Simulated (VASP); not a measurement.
# HfV2N3 (P3m1) in VASP: single point with PBE

Aim: the single point of HfV2N3 with PBE.

Program: VASP 6.6.1. These are calculated values, not measurements. Logs are shortened: lines on timing, memory, paths and dates and some standing lists are left out, and cuts for length are marked.

## 1. The cell of the first run

It takes space group P3m1 (No. 156, trigonal). The conventional cell has a = 4.122 Å, b = 4.122 Å, c = 6.455 Å, α = 90.00°, β = 90.00°, γ = 120.00°. Within 3.1 Å of Hf (site symmetry 3m) lie 4 N at 2.33 to 2.74 Å and 3 V at 2.46 Å. V (site symmetry 3m) has 1 N at 1.69 Å within 2.2 Å. Within 2.6 Å of V (site symmetry 3m) lie 1 N at 1.99 Å and 3 Hf at 2.46 Å. Within 3.1 Å of N (site symmetry 3m) lie 6 N at 2.38 to 2.60 Å and 3 V at 2.47 Å. Within 3.1 Å of N (site symmetry 3m) lie 1 Hf at 2.33 Å and 6 N at 2.38 to 2.57 Å and 3 V at 2.49 Å. Within 2.2 Å of N (site symmetry 3m) lie 2 V at 1.69 to 1.99 Å.

The cell was built from a structure type or drawn by symmetry, and may not be a known phase.

## 2. Single point, PBE, collinear spin, ferromagnetic start

INCAR

```
SYSTEM = HfV2N3
  PREC = Accurate
  ENCUT = 520
  EDIFF = 1E-6
  ISMEAR = 0
  SIGMA = 0.1
  LREAL = .False.
  LASPH = .True.
  NELM = 150
  ALGO = Normal
  ISIF = 2
  LWAVE = .False.
  LCHARG = .True.
  ISPIN = 2
  MAGMOM = 0 2 2 0 0 0
  LORBIT = 11
  LMAXMIX = 4
  GGA = PE
  LELF = .True.
  LVHAR = .True.
  NBANDS = 38
```

KPOINTS

```
regular mesh
0
Gamma
  6 6 4
  0 0 0
```

POSCAR

```
HfV2N3
1.0
    4.1224890300      0.0000000000      0.0000000000
   -2.0612445100      3.5701802200      0.0000000000
    0.0000000000      0.0000000000      6.4547541700
Hf V N
1 2 3
Direct
    0.6666666700      0.3333333300      0.3268057200
    0.0000000000      0.0000000000      0.8550636900
    0.0000000000      0.0000000000      0.4248850400
    0.3333333300      0.6666666700      0.9548513500
    0.6666666700      0.3333333300      0.9663226800
    0.0000000000      0.0000000000      0.1169851000
```

Potentials or basis: VASP PAW PBE potentials, release 64 (Hf_pv, V_sv, N).

On the command line:

```
$ cat potpaw_PBE.64/Hf_pv/POTCAR potpaw_PBE.64/V_sv/POTCAR potpaw_PBE.64/N/POTCAR > POTCAR
$ mpirun -np 1 vasp_std > vasp.out
```

OUTCAR:

```text
SYSTEM = HfV2N3
   PREC = Accurate
   ENCUT = 520
   EDIFF = 1E-6
   ISMEAR = 0
   LREAL = .False.
   LASPH = .True.
   NELM = 150
   ISIF = 2
   ISPIN = 2
   LORBIT = 11
   GGA = PE

 ion  position               nearest neighbor table
   1  0.667  0.333  0.327-   5 2.33   3 2.46   3 2.46   3 2.46   6 2.74   6 2.74   6 2.74
   2  0.000  0.000  0.855-   6 1.69   3 2.78
   3  0.000  0.000  0.425-   6 1.99   1 2.46   1 2.46   1 2.46   2 2.78
   4  0.333  0.667  0.955-
   5  0.667  0.333  0.966-   1 2.33
   6  0.000  0.000  0.117-   2 1.69   3 1.99   1 2.74   1 2.74   1 2.74

  LATTYP: Found a hexagonal cell.
 ALAT       =     4.1224890300
 C/A-ratio  =     1.5657419882

  Lattice vectors:

 A1 = (   4.1224890300,   0.0000000000,   0.0000000000)
 A2 = (  -2.0612445100,   3.5701802200,   0.0000000000)
 A3 = (   0.0000000000,   0.0000000000,   6.4547541700)

Analysis of symmetry for initial positions (statically):
=====================================================================
 Subroutine PRICEL returns:
 Original cell was already a primitive cell.

 Routine SETGRP: Setting up the symmetry group for a
 hexagonal supercell.

 Subroutine GETGRP returns: Found  6 space group operations
 (whereof  6 operations were pure point group operations)
 out of a pool of 24 trial point group operations.

The static configuration has the point symmetry C_3v.

Analysis of symmetry for dynamics (positions and initial velocities):
=====================================================================
 Subroutine PRICEL returns:
 Original cell was already a primitive cell.

 Routine SETGRP: Setting up the symmetry group for a
 hexagonal supercell.

 Subroutine GETGRP returns: Found  6 space group operations
 (whereof  6 operations were pure point group operations)
 out of a pool of 24 trial point group operations.

The dynamic configuration has the point symmetry C_3v.

Analysis of structural, dynamic, and magnetic symmetry:
=====================================================================
 Subroutine PRICEL returns:
 Original cell was already a primitive cell.

 Routine SETGRP: Setting up the symmetry group for a
 hexagonal supercell.

 Subroutine GETGRP returns: Found  6 space group operations
 (whereof  6 operations were pure point group operations)
 out of a pool of 24 trial point group operations.

The overall configuration has the point symmetry C_3v.

 Subroutine INISYM returns: Found  6 space group operations
 (whereof  6 operations are pure point group operations),
 and found     1 'primitive' translations

----------------------------------------------------------------------------------------

                                     Primitive cell

  volume of cell :      95.0013

  direct lattice vectors                    reciprocal lattice vectors
     4.122489030  0.000000000  0.000000000     0.242571901  0.140048952  0.000000000
    -2.061244510  3.570180220  0.000000000     0.000000000  0.280097905  0.000000000
     0.000000000  0.000000000  6.454754170     0.000000000  0.000000000  0.154924568

  length of vectors
     4.122489030  4.122489022  6.454754170     0.280097904  0.280097905  0.154924568

  position of ions in fractional coordinates (direct lattice)
     0.666666670  0.333333330  0.326805720
     0.000000000  0.000000000  0.855063690
     0.000000000  0.000000000  0.424885040
     0.333333330  0.666666670  0.954851350
     0.666666670  0.333333330  0.966322680
     0.000000000  0.000000000  0.116985100

  ion indices of the primitive-cell ions
   primitive index   ion index
                 1           1
                 2           2
                 3           3
                 4           4
                 5           5
                 6           6

----------------------------------------------------------------------------------------

 KPOINTS: regular mesh
[... 25 lines left out ...]
  0.000000  0.000000  0.000000      1.000000
  0.166667  0.000000  0.000000      6.000000
  0.333333  0.000000  0.000000      6.000000
  0.500000  0.000000  0.000000      3.000000
  0.166667  0.166667  0.000000      6.000000
  0.333333  0.166667  0.000000     12.000000
[... 16 lines left out ...]
  0.333333  0.166667  0.500000     12.000000
  0.333333  0.333333  0.500000      2.000000
   k-points           NKPTS =     24   k-points in BZ     NKDIM =     24   number of bands    NBANDS=     38
   number of dos      NEDOS =    301   number of ions     NIONS =      6
   total plane-waves  NPLWV =  49152
   dimension x,y,z NGX =    32 NGY =   32 NGZ =   48
   dimension x,y,z NGXF=    64 NGYF=   64 NGZF=   96
   ions per type =               1   2   3
   NGX,Y,Z   is equivalent  to a cutoff of  12.90, 12.90, 12.36 a.u.
   NGXF,Y,Z  is equivalent  to a cutoff of  25.81, 25.81, 24.73 a.u.
 SYSTEM =  HfV2N3
   PREC   = accura    normal or accurate (medium, high low for compatibility)
   ISTART =      0    job   : 0-new  1-cont  2-samecut
   ICHARG =      2    charge: 1-file 2-atom 10-const
   ISPIN  =      2    spin polarized calculation?
   LNONCOLLINEAR =      F non collinear calculations
   LSORBIT =      F    spin-orbit coupling
   LASPH  =      T    aspherical Exc in radial PAW
   ENCUT  =  520.0 eV  38.22 Ry    6.18 a.u.   7.67  7.67 12.00*2*pi/ulx,y,z
   NELM   =    150;   NELMIN=  2; NELMDL= -5     # of ELM steps
   EDIFF  = 0.1E-05   stopping-criterion for ELM
   LREAL  =      F    real-space projection
   EDIFFG = 0.1E-04   stopping-criterion for IOM
   NSW    =      0    number of steps for IOM
   IBRION =     -1    ionic relax: 0-MD 1-quasi-New 2-CG
   NFREE  =      0    steps in history (QN), initial steepest desc. (CG)
   ISIF   =      2    stress and relaxation
   ISYM   =      2    0-nonsym 1-usesym 2-fastsym
   POTIM  = 0.5000    time-step for ionic-motion
   TEBEG  =    0.0;   TEEND  =   0.0 temperature during run
   PSTRESS=    0.0 pullay stress
   NELECT =      51.0000    total number of electrons
   NUPDOWN=      -1.0000    fix difference up-down
   EMIN   =  10.00;   EMAX   =-10.00  energy-range for DOS
   EFERMI =   0.00;   METHOD = LEGACY
   ISMEAR =     0;   SIGMA  =   0.10  broadening in eV -4-tet -1-fermi 0-gaus
   EFERMI_NEDOS =   21; number of points for ismear=-14 and -15
   IALGO  =     38    algorithm
   IMIX   =      4    mixing-type and parameters
     AMIX     =   0.40;   BMIX     =  1.00
     AMIX_MAG =   1.60;   BMIX_MAG =  1.00
  volume/ion in A,a.u.               =      15.83       106.85
  Fermi-wavevector in a.u.,A,eV,Ry     =   1.330521  2.514320 24.086209  1.770286
  Thomas-Fermi vector in A             =   2.459602
   LORBIT       =     11    0 simple, 1 ext, 2 COOP (PROOUT), +10 PAW based schemes
   GGA     = PE    functional components
   LHFCALC =     F    Hartree Fock is set to
   AEXX    =    0.0000 exact exchange contribution
   IVDW    =     0    specifies the selected vdW correction
   LEPSILON=     F    determine dielectric tensor
   LRPA    =     F    only Hartree local field effects (RPA)
 spin polarized calculation
 Gauss-broadening in eV      SIGMA  =   0.10
  energy-cutoff  :      520.00
  volume of cell :       95.00
 maximum number of plane-waves:      2599
 NGX is ok and might be reduce to    32
   NGX = 15   NGY = 15   NGZ = 25

 number of electron      50.9999987 magnetization       2.9672141

 Free energy of the ion-electron system (eV)
  ---------------------------------------------------
  ext. energy  EPLUGINS =         0.00000000
  ---------------------------------------------------
  free energy    TOTEN  =       -42.61728050 eV

  energy without entropy =      -42.59016372  energy(sigma->0) =      -42.60372211

 E-fermi :   4.0364     XC(G=0): -10.4911

 val. band max:        4.0351076663   @ k =   0.3333   0.0000   0.0000
 cond. band min:       4.0397762036   @ k =   0.5000   0.0000   0.5000
 fundamental gap:      0.0046685373
 Fermi energy:         4.0363653497

 spin component 1

 k-point     1 :       0.0000    0.0000    0.0000
  band No.  band energies     occupation
      1     -60.9347      1.00000
      2     -60.0519      1.00000
      3     -35.0937      1.00000
      4     -34.6414      1.00000
      5     -34.6414      1.00000
      6     -34.0396      1.00000
[... 949 lines left out ...]
     36       7.0177      0.00000
     37       7.7668      0.00000
 Fermi energy:         4.0363653497

 spin component 2

 k-point     1 :       0.0000    0.0000    0.0000
  band No.  band energies     occupation
      1     -60.4648      1.00000
      2     -58.6062      1.00000
      3     -34.5339      1.00000
      4     -34.2251      1.00000
      5     -34.2251      1.00000
      6     -32.8245      1.00000
[... 949 lines left out ...]
     36       7.3762      0.00000
     37       7.9571      0.00000
 [bands above 37 left out]

------------------------ aborting loop because EDIFF is reached ----------------------------------------

  FORCE on cell =-STRESS in cart. coord.  units (eV):
  Direction    XX          YY          ZZ          XY          YZ          ZX
  --------------------------------------------------------------------------------------
  -------------------------------------------------------------------------------------
  Total       -4.1618783     -4.1618783     -7.8674058     -0.0000000      0.0000000      0.0000000
  in kB      -70.1892506    -70.1892503   -132.6822344     -0.0000001      0.0000000      0.0000000
  external PRESSURE =     -91.0202451 kB  Pullay stress =       0.0000000 kB

 VOLUME and BASIS-vectors are now :
 -----------------------------------------------------------------------------
  energy-cutoff  :      520.00
  volume of cell :       95.00
      direct lattice vectors                 reciprocal lattice vectors
     4.122489030  0.000000000  0.000000000     0.242571901  0.140048952  0.000000000
    -2.061244510  3.570180220  0.000000000     0.000000000  0.280097905  0.000000000
     0.000000000  0.000000000  6.454754170     0.000000000  0.000000000  0.154924568

 POSITION                                       TOTAL-FORCE (eV/Angst)
 -----------------------------------------------------------------------------------
      2.06124      1.19006      2.10945        -0.000000      0.000000     -4.460513
      0.00000      0.00000      5.51923         0.000000     -0.000000      1.111817
      0.00000      0.00000      2.74253         0.000000     -0.000000     -1.090430
     -0.00000      2.38012      6.16333        -0.000000     -0.000000     -1.312194
      2.06124      1.19006      6.23738         0.000000      0.000000     -0.416860
      0.00000      0.00000      0.75511         0.000000     -0.000000      6.168180
 -----------------------------------------------------------------------------------
    total drift:                               -0.000005      0.000003     -0.000017

  FREE ENERGIE OF THE ION-ELECTRON SYSTEM (eV)
  ---------------------------------------------------
  free  energy   TOTEN  =       -42.6172805034 eV

  energy  without entropy=      -42.5901637249  energy(sigma->0) =      -42.60372211

 total charge

# of ion       s       p       d       tot
------------------------------------------
    1        0.409   6.262   1.653   8.324
    2        2.251   6.164   3.066  11.481
    3        2.377   6.109   3.379  11.865
    4        1.359   1.997   0.000   3.356
    5        1.332   2.085   0.000   3.417
    6        1.314   2.312   0.000   3.626
--------------------------------------------------
tot          9.042  24.929   8.097  42.068

 magnetization (x)

# of ion       s       p       d       tot
------------------------------------------
    1        0.026   0.095   0.220   0.341
    2        0.009   0.015   0.450   0.474
    3        0.042   0.035   1.519   1.596
    4        0.005   0.245   0.000   0.250
    5        0.002   0.004   0.000   0.007
    6       -0.001  -0.072   0.000  -0.072
--------------------------------------------------
tot          0.084   0.322   2.189   2.595
```

Run time: 6.4 min. Hardware: 1 thread of Intel Xeon Platinum 8488C (Sapphire Rapids), shared host; peak memory 0.34 GiB.

Results:

- Free energy: -42.6173 eV
- Pressure: -9.1 GPa
- Largest force: 6.168 eV/Å
- Band gap on the k mesh: zero (filled and empty bands overlap)
- Net moment: 2.97 μB per cell
- Site moments: Hf +0.34; V +0.47, +1.60; N +0.25, +0.01, -0.07 μB
- Valence electrons inside the program's atomic spheres: Hf 8.32; V 11.48, 11.87; N 3.36, 3.42, 3.63

Forces in eV/Å, atoms in the order of the input:
```
Hf   0.000  0.000 -4.461
V    0.000  0.000  1.112
V    0.000  0.000 -1.090
N    0.000  0.000 -1.312
N    0.000  0.000 -0.417
N    0.000  0.000  6.168
```

Levels at points of the mesh, in eV from the Fermi level:
Spin up:
```tsv
k point	band 23	band 24	band 25	band 26	band 27	band 28	band 29	band 30	band 31	band 32
(0.00, 0.00, 0.00)	-0.77	-0.77	-0.42	-0.42	-0.14	0.80	0.80	1.55	1.55	1.86
(0.50, 0.00, 0.00)	-1.23	-0.87	-0.68	-0.53	-0.34	-0.06	0.38	0.87	1.16	1.21
(0.00, 0.00, 0.50)	-1.02	-0.50	-0.50	-0.49	0.04	0.92	0.92	1.68	1.68	2.16
(0.50, 0.00, 0.50)	-0.87	-0.83	-0.70	-0.53	-0.51	0.00	0.85	1.05	1.16	2.19
```
Spin down:
| k point | band 21 | band 22 | band 23 | band 24 | band 25 | band 26 | band 27 | band 28 |
| --- | --- | --- | --- | --- | --- | --- | --- | --- |
| (0.00, 0.00, 0.00) | -2.77 | -0.47 | -0.02 | -0.02 | 0.60 | 0.60 | 0.78 | 1.36 |
| (0.50, 0.00, 0.00) | -1.18 | -0.71 | -0.58 | -0.31 | 0.17 | 0.32 | 0.41 | 0.81 |
| (0.00, 0.00, 0.50) | -1.82 | -0.28 | -0.28 | 0.29 | 0.60 | 0.69 | 0.69 | 1.31 |
| (0.50, 0.00, 0.50) | -1.36 | -0.55 | -0.32 | -0.05 | 0.10 | 0.22 | 0.34 | 0.57 |

Caveat: the cell stands under tension; spin-orbit coupling is left out, which moves the levels of the heavy elements; forces of over 1 eV/Å act on the atoms, so gaps and moduli don't describe the material at rest. With open d or f shells a metallic result of PBE can be an artefact of self-interaction; +U or a hybrid may open a gap.
